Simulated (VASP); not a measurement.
A run of VASP 6.6.1:

The input INCAR:

```
SYSTEM = Re
AGGAC = 1.0 ; AGGAX = 1.0
ALDAC = 0.0 ; ALDAX = 1.0
ALGO = Normal ; EDIFF = 1E-7
EDIFFG = -0.01 ; ENCUT = 560
GGA = B5 ; GGA_COMPAT = .FALSE.
IBRION = 2 ; ISIF = 3
ISMEAR = -1 ; LASPH = .TRUE.
LCHARG = .FALSE. ; LREAL = .FALSE.
LWAVE = .FALSE. ; NELM = 120
NELMIN = 4 ; NSW = 80
PREC = Accurate ; SIGMA = 0.1
```

KPOINTS

```
k-points
0
G
  13 13 7
  0 0 0
```

File POSCAR:

```
Re
1.0
    2.7607987292      0.0000000000      0.0000000000
   -1.3803993646      2.3909218342      0.0000000000
    0.0000000000      0.0000000000      4.4582000000
Re
2
Direct
    0.3333333333      0.6666666667      0.2500000000
    0.6666666667      0.3333333333      0.7500000000
```

Potentials or basis: VASP PAW PBE potentials, release 64 (Re_sv_GW).

The run is started by

```console
$ cat potpaw_PBE.64/Re_sv_GW/POTCAR > POTCAR
$ mpirun -np 1 vasp_std > vasp.out
```

Hardware: 1 thread of Intel(R) Xeon(R) Platinum 8259CL CPU @ 2.50GHz (Skylake/Cascade Lake), with other jobs on the host.

How long does it take, and how much memory?

Run time: 12 min on 1 thread of Intel(R) Xeon(R) Platinum 8259CL CPU @ 2.50GHz (Skylake/Cascade Lake) (shared host), peak memory 0.2 GiB. Counts: scf iterations 101, k points 84, ion steps 9.
